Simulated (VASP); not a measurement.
# TiO2 in VASP: single point with PBE+D3(BJ)

Aim: the single point of TiO2 with PBE+D3(BJ).

Everything below comes from runs of VASP 6.6.1. Logs are shortened: lines on timing, memory, paths and dates and some standing lists are left out, and cuts for length are marked.

## Step 1: The cell of the first run

The cell holds a slab with vacuum, 24 atoms: a = 7.575 Å, b = 5.484 Å, c = 26.115 Å, α = 90.00°, β = 90.00°, γ = 110.20°.

## Step 2: Single point, PBE+D3(BJ)

Contents of INCAR:

```
SYSTEM = TiO2
ALGO = Normal
DIPOL = 0.5 0.5 0.420
EDIFF = 1E-6
ENCUT = 520
GGA = PE
IDIPOL = 3
ISIF = 2
ISMEAR = 0
IVDW = 12
LASPH = .TRUE.
LCHARG = .TRUE.
LDIPOL = .TRUE.
LELF = .TRUE.
LREAL = Auto
LVACPOTAV = .TRUE.
LVHAR = .TRUE.
LWAVE = .FALSE.
NBANDS = 114
NELM = 100
PREC = Accurate
SIGMA = 0.05
```

Contents of KPOINTS:

```
k-points
0
G
  2 3 1
  0 0 0
```

Contents of POSCAR:

```
TiO2
1.0
    7.5747420773      0.0000000000      0.0000000000
   -1.8936855193      5.1466543491      0.0000000000
    0.0000000000      0.0000000000     26.1153571424
O Ti
16 8
Direct
    0.1576574046      0.6306296184      0.3063331646
    0.6576574046      0.6306296184      0.3063331646
    0.2995803411      0.1983213645      0.3400458739
    0.7995803411      0.1983213645      0.3400458739
    0.4777260877      0.9109043507      0.3624595246
    0.9777260877      0.9109043507      0.3624595246
    0.1196490242      0.4785960968      0.3961722338
    0.6196490242      0.4785960968      0.3961722338
    0.2245920947      0.9037958562      0.4425720052
    0.7267792652      0.9023225037      0.4417134630
    0.3643334472      0.4584594245      0.4758606394
    0.8655538375      0.4610254069      0.4759655397
    0.5470612767      0.1806823087      0.5072498198
    0.0438182720      0.1812051427      0.5080600751
    0.1908564222      0.7562186132      0.5321351823
    0.6888014237      0.7605574547      0.5317135831
    0.0676917461      0.2707669845      0.3343963446
    0.5676917461      0.2707669845      0.3343963446
    0.2096146827      0.8384587307      0.3681090538
    0.7096146827      0.8384587307      0.3681090538
    0.1346614824      0.5373424571      0.4747848657
    0.6336313262      0.5336717027      0.4756192918
    0.2686325951      0.0791831516      0.5027963187
    0.7699467226      0.0777736143      0.5002301443
```

Potentials or basis: VASP PAW PBE potentials, release 64 (O, Ti_sv).

On the command line:

```console
cat potpaw_PBE.64/O/POTCAR potpaw_PBE.64/Ti_sv/POTCAR > POTCAR
mpirun -np 1 vasp_std > vasp.out
```

OUTCAR:

```text
SYSTEM = TiO2
   EDIFF = 1E-6
   ENCUT = 520
   GGA = PE
   ISIF = 2
   ISMEAR = 0
   IVDW = 12
   LASPH = .TRUE.
   LREAL = Auto
   NELM = 100
   PREC = Accurate
 IVDW          = 12

 ion  position               nearest neighbor table
   1  0.158  0.631  0.306-  19 1.94  17 1.99
   2  0.658  0.631  0.306-  20 1.94  18 1.99
   3  0.300  0.198  0.340-  17 1.94  18 1.94  19 1.99
   4  0.800  0.198  0.340-  18 1.94  17 1.94  20 1.99
   5  0.478  0.911  0.362-  20 1.94  19 1.94  18 1.99
   6  0.978  0.911  0.362-  19 1.94  20 1.94  17 1.99
   7  0.120  0.479  0.396-  17 1.94  19 1.99  21 2.08
   8  0.620  0.479  0.396-  18 1.94  20 1.99  22 2.09
   9  0.225  0.904  0.443-  23 1.81  19 1.97  21 2.07
  10  0.727  0.902  0.442-  24 1.78  20 1.95  22 2.09
  11  0.364  0.458  0.476-  21 1.93  22 1.94  23 2.07
  12  0.866  0.461  0.476-  22 1.93  21 1.93  24 2.07
  13  0.547  0.181  0.507-  24 1.96  23 1.99  22 2.00
  14  0.044  0.181  0.508-  24 1.96  23 1.97  21 2.03
  15  0.191  0.756  0.532-  23 1.83  21 1.87
  16  0.689  0.761  0.532-  24 1.83  22 1.87
  17  0.068  0.271  0.334-   3 1.94   4 1.94   7 1.94   6 1.99   1 1.99
  18  0.568  0.271  0.334-   4 1.94   3 1.94   8 1.94   5 1.99   2 1.99
  19  0.210  0.838  0.368-   6 1.94   5 1.94   1 1.94   9 1.97   3 1.99   7 1.99
  20  0.710  0.838  0.368-   5 1.94   6 1.94   2 1.94  10 1.95   4 1.99   8 1.99
  21  0.135  0.537  0.475-  15 1.87  11 1.93  12 1.93  14 2.03   9 2.07   7 2.08  23 2.88
  22  0.634  0.534  0.476-  16 1.87  12 1.93  11 1.94  13 2.00  10 2.09   8 2.09  24 2.87
  23  0.269  0.079  0.503-   9 1.81  15 1.83  14 1.97  13 1.99  11 2.07  21 2.88
  24  0.770  0.078  0.500-  10 1.78  16 1.83  14 1.96  13 1.96  12 2.07  22 2.87

  Warning from LATTYP: Monoclinic adjustment (A1->A3, A2->A1, A3->A2)!
  LATTYP: Found a simple monoclinic cell.
 ALAT       =     5.4839853971
 B/A-ratio  =     4.7621128161
 C/A-ratio  =     1.3812476746
 COS(beta)  =    -0.3453119186

  Lattice vectors:

 A1 = (  -1.8936855193,   5.1466543491,   0.0000000000)
 A2 = (   0.0000000000,   0.0000000000,  26.1153571424)
 A3 = (   7.5747420773,   0.0000000000,   0.0000000000)

Analysis of symmetry for initial positions (statically):
=====================================================================
 Subroutine PRICEL returns:
 Original cell was already a primitive cell.

 Routine SETGRP: Setting up the symmetry group for a
 simple monoclinic supercell.

 Subroutine GETGRP returns: Found  1 space group operations
 (whereof  1 operations were pure point group operations)
 out of a pool of  4 trial point group operations.

The static configuration has the point symmetry C_1 .

Analysis of symmetry for dynamics (positions and initial velocities):
=====================================================================
 Subroutine PRICEL returns:
 Original cell was already a primitive cell.

 Routine SETGRP: Setting up the symmetry group for a
 simple monoclinic supercell.

 Subroutine GETGRP returns: Found  1 space group operations
 (whereof  1 operations were pure point group operations)
 out of a pool of  4 trial point group operations.

The dynamic configuration has the point symmetry C_1 .

 Subroutine INISYM returns: Found  1 space group operations
 (whereof  1 operations are pure point group operations),
 and found     1 'primitive' translations

----------------------------------------------------------------------------------------

                                     Primitive cell

  volume of cell :    1018.0962

  direct lattice vectors                    reciprocal lattice vectors
     7.574742077  0.000000000  0.000000000     0.132017696  0.048575246  0.000000000
    -1.893685519  5.146654349  0.000000000     0.000000000  0.194300983  0.000000000
     0.000000000  0.000000000 26.115357142     0.000000000  0.000000000  0.038291646

  length of vectors
     7.574742077  5.483985397 26.115357142     0.140670632  0.194300983  0.038291646

  position of ions in fractional coordinates (direct lattice)
     0.157657405  0.630629618  0.306333165
     0.657657405  0.630629618  0.306333165
     0.299580341  0.198321365  0.340045874
     0.799580341  0.198321365  0.340045874
     0.477726088  0.910904351  0.362459525
     0.977726088  0.910904351  0.362459525
[... 16 lines left out ...]
     0.268632595  0.079183152  0.502796319
     0.769946723  0.077773614  0.500230144

  ion indices of the primitive-cell ions
   primitive index   ion index
                 1           1
                 2           2
                 3           3
                 4           4
                 5           5
                 6           6
[... 16 lines left out ...]
                23          23
                24          24

----------------------------------------------------------------------------------------

 KPOINTS: k-points

Automatic generation of k-mesh.
 Grid dimensions read from file:
 generate k-points for:    2    3    1

 Generating k-lattice:

  Cartesian coordinates                     Fractional coordinates (reciprocal lattice)
     0.066008848  0.024287623  0.000000000     0.500000000  0.000000000  0.000000000
     0.000000000  0.064766994  0.000000000     0.000000000  0.333333333  0.000000000
     0.000000000  0.000000000  0.038291646     0.000000000  0.000000000  1.000000000

  Length of vectors
     0.070335316  0.064766994  0.038291646

  Shift w.r.t. Gamma in fractional coordinates (k-lattice)
     0.000000000  0.000000000  0.000000000

 Subroutine IBZKPT returns following result:
 ===========================================

 Found      4 irreducible k-points:

 Following reciprocal coordinates:
            Coordinates               Weight
  0.000000  0.000000  0.000000      1.000000
  0.500000  0.000000  0.000000      1.000000
  0.000000  0.333333  0.000000      2.000000
  0.500000  0.333333  0.000000      2.000000
   k-points           NKPTS =      4   k-points in BZ     NKDIM =      4   number of bands    NBANDS=    114
   number of dos      NEDOS =    301   number of ions     NIONS =     24
   total plane-waves  NPLWV = 460992
   dimension x,y,z NGX =    56 NGY =   42 NGZ =  196
   dimension x,y,z NGXF=   112 NGYF=   84 NGZF=  392
   ions per type =              16   8
   NGX,Y,Z   is equivalent  to a cutoff of  12.29, 12.73, 12.48 a.u.
   NGXF,Y,Z  is equivalent  to a cutoff of  24.58, 25.46, 24.95 a.u.
 SYSTEM =  TiO2
   PREC   = accura    normal or accurate (medium, high low for compatibility)
   ISTART =      0    job   : 0-new  1-cont  2-samecut
   ICHARG =      2    charge: 1-file 2-atom 10-const
   ISPIN  =      1    spin polarized calculation?
   LNONCOLLINEAR =      F non collinear calculations
   LSORBIT =      F    spin-orbit coupling
   LASPH  =      T    aspherical Exc in radial PAW
   ENCUT  =  520.0 eV  38.22 Ry    6.18 a.u.  14.08 10.20 48.56*2*pi/ulx,y,z
   NELM   =    100;   NELMIN=  2; NELMDL= -5     # of ELM steps
   EDIFF  = 0.1E-05   stopping-criterion for ELM
   LREAL  =      T    real-space projection
   EDIFFG = 0.1E-04   stopping-criterion for IOM
   NSW    =      0    number of steps for IOM
   IBRION =     -1    ionic relax: 0-MD 1-quasi-New 2-CG
   NFREE  =      0    steps in history (QN), initial steepest desc. (CG)
   ISIF   =      2    stress and relaxation
   ISYM   =      2    0-nonsym 1-usesym 2-fastsym
   POTIM  = 0.5000    time-step for ionic-motion
   TEBEG  =    0.0;   TEEND  =   0.0 temperature during run
   PSTRESS=    0.0 pullay stress
   NELECT =     192.0000    total number of electrons
   NUPDOWN=      -1.0000    fix difference up-down
   EMIN   =  10.00;   EMAX   =-10.00  energy-range for DOS
   EFERMI =   0.00;   METHOD = LEGACY
   ISMEAR =     0;   SIGMA  =   0.05  broadening in eV -4-tet -1-fermi 0-gaus
   EFERMI_NEDOS =   21; number of points for ismear=-14 and -15
   IALGO  =     38    algorithm
   IMIX   =      4    mixing-type and parameters
     AMIX     =   0.40;   BMIX     =  1.00
     AMIX_MAG =   1.60;   BMIX_MAG =  1.00
  volume/ion in A,a.u.               =      42.42       286.27
  Fermi-wavevector in a.u.,A,eV,Ry     =   0.938813  1.774099 11.991758  0.881369
  Thomas-Fermi vector in A             =   2.066062
   LORBIT       =      0    0 simple, 1 ext, 2 COOP (PROOUT), +10 PAW based schemes
   GGA     = PE    functional components
   LHFCALC =     F    Hartree Fock is set to
   AEXX    =    0.0000 exact exchange contribution
   IVDW    =    12    specifies the selected vdW correction
   LEPSILON=     F    determine dielectric tensor
   LRPA    =     F    only Hartree local field effects (RPA)
 non-spin polarized calculation
 Gauss-broadening in eV      SIGMA  =   0.05
  energy-cutoff  :      520.00
  volume of cell :     1018.10
 maximum number of plane-waves:     27437
   NGX = 29   NGY = 21   NGZ = 97

 dipolmoment           0.000000      0.000000     -0.000001 electrons x Angstroem

 number of electron     191.9999998 magnetization

 dipolmoment           0.000000      0.000000      0.012071 electrons x Angstroem

 Free energy of the ion-electron system (eV)
  ---------------------------------------------------
  ext. energy  EPLUGINS =         0.00000000
  ---------------------------------------------------
  free energy    TOTEN  =      -211.42814522 eV

  energy without entropy =     -211.42814522  energy(sigma->0) =     -211.42814522

 E-fermi :  -3.5876     XC(G=0):  -3.3930

 val. band max:       -3.9385078967   @ k =   0.0000   0.0000   0.0000
 cond. band min:      -1.8906672080   @ k =   0.0000   0.0000   0.0000
 fundamental gap:      2.0478406887
 Fermi energy:        -3.5875578366

 k-point     1 :       0.0000    0.0000    0.0000
  band No.  band energies     occupation
      1     -60.7274      2.00000
      2     -60.7070      2.00000
      3     -60.6723      2.00000
      4     -60.6449      2.00000
      5     -60.6300      2.00000
      6     -60.4896      2.00000
[... 100 lines left out ...]
    107      -0.6453      0.00000
    108      -0.5616      0.00000

 k-point     2 :       0.5000    0.0000    0.0000
  band No.  band energies     occupation
      1     -60.7273      2.00000
      2     -60.7071      2.00000
      3     -60.6717      2.00000
      4     -60.6463      2.00000
      5     -60.6292      2.00000
      6     -60.4896      2.00000
[... 100 lines left out ...]
    107      -0.8264      0.00000
    108      -0.7618      0.00000

 k-point     3 :       0.0000    0.3333    0.0000
  band No.  band energies     occupation
      1     -60.7270      2.00000
      2     -60.7067      2.00000
      3     -60.6645      2.00000
      4     -60.6459      2.00000
      5     -60.6350      2.00000
      6     -60.4914      2.00000
[... 100 lines left out ...]
    107      -0.6199      0.00000
    108      -0.5992      0.00000

 k-point     4 :       0.5000    0.3333    0.0000
  band No.  band energies     occupation
      1     -60.7269      2.00000
      2     -60.7068      2.00000
      3     -60.6647      2.00000
      4     -60.6452      2.00000
      5     -60.6356      2.00000
      6     -60.4914      2.00000
[... 100 lines left out ...]
    107      -0.8098      0.00000
    108      -0.7544      0.00000
 [bands above 108 left out]

------------------------ aborting loop because EDIFF is reached ----------------------------------------

 Edisp (eV)   -3.75012

 E8    (eV) :    -1.5440

  FORCE on cell =-STRESS in cart. coord.  units (eV):
  Direction    XX          YY          ZZ          XY          YZ          ZX
  --------------------------------------------------------------------------------------
  -------------------------------------------------------------------------------------
  Total      -5.19661   -15.60434    -4.91818    -0.01281    -3.78427    -0.01807
  in kB      -8.17791   -24.55653    -7.73973    -0.02015    -5.95530    -0.02844
  external pressure =      -13.49 kB  Pullay stress =        0.00 kB

 VOLUME and BASIS-vectors are now :
 -----------------------------------------------------------------------------
  energy-cutoff  :      520.00
  volume of cell :     1018.10
      direct lattice vectors                 reciprocal lattice vectors
     7.574742077  0.000000000  0.000000000     0.132017696  0.048575246  0.000000000
    -1.893685519  5.146654349  0.000000000     0.000000000  0.194300983  0.000000000
     0.000000000  0.000000000 26.115357142     0.000000000  0.000000000  0.038291646

 POSITION                                       TOTAL-FORCE (eV/Angst)
 -----------------------------------------------------------------------------------
      0.00000      3.24563      8.00000         0.001901     -1.523644      1.042613
      3.78737      3.24563      8.00000         0.004989     -1.556844      1.015960
      1.89369      1.02069      8.88042        -0.020157      0.214239     -1.098079
      5.68106      1.02069      8.88042         0.024350      0.233030     -1.100500
      1.89369      4.68811      9.46576        -0.029940      0.283807      0.099384
      5.68106      4.68811      9.46576         0.026309      0.305061      0.061778
[... 16 lines left out ...]
      1.88487      0.40753     13.13071         0.009246     -0.483477     -0.799551
      5.68487      0.40027     13.06369         0.027510      0.022878      0.090094
 -----------------------------------------------------------------------------------
    total drift:                                0.005997     -0.002329      0.029012

  FREE ENERGIE OF THE ION-ELECTRON SYSTEM (eV)
  ---------------------------------------------------
  free  energy   TOTEN  =      -215.1782645582 eV

  energy  without entropy=     -215.1782645582  energy(sigma->0) =     -215.17826456

 vacuum level on the upper side and lower side of the slab         2.850         2.794
```

It took 25 min on 1 thread of AMD EPYC 7R43 (Zen 3), shared host; peak memory 0.95 GiB.

What came out:

```
Free energy                : -215.1783 eV
Largest force              : 4.548 eV/Å
Band gap on the k mesh     : 2.05 eV
Dispersion energy per atom : -0.156 eV
```

Forces in eV/Å, atoms in the order of the input:
```
O    0.002 -1.524  1.043
O    0.005 -1.557  1.016
O   -0.020  0.214 -1.098
O    0.024  0.233 -1.101
O   -0.030  0.284  0.099
O    0.026  0.305  0.062
O    0.007 -0.755  0.162
O   -0.004 -0.805  0.161
O   -0.001  0.206  0.339
O    0.001  0.003 -0.015
O    0.015 -0.054  0.102
O    0.017 -0.001 -0.003
O   -0.293 -0.018  0.256
O    0.239 -0.019  0.167
O   -0.021  0.324  0.125
O    0.010 -0.019  0.044
Ti  -0.009  4.007  1.968
Ti  -0.006  4.079  2.012
Ti  -0.002 -2.180 -2.173
Ti   0.005 -2.289 -2.400
Ti  -0.003 -0.033  0.030
Ti   0.002  0.059 -0.086
Ti   0.009 -0.483 -0.800
Ti   0.028  0.023  0.090
```

Caveat: the k points lie up to 0.44 Å⁻¹ apart.
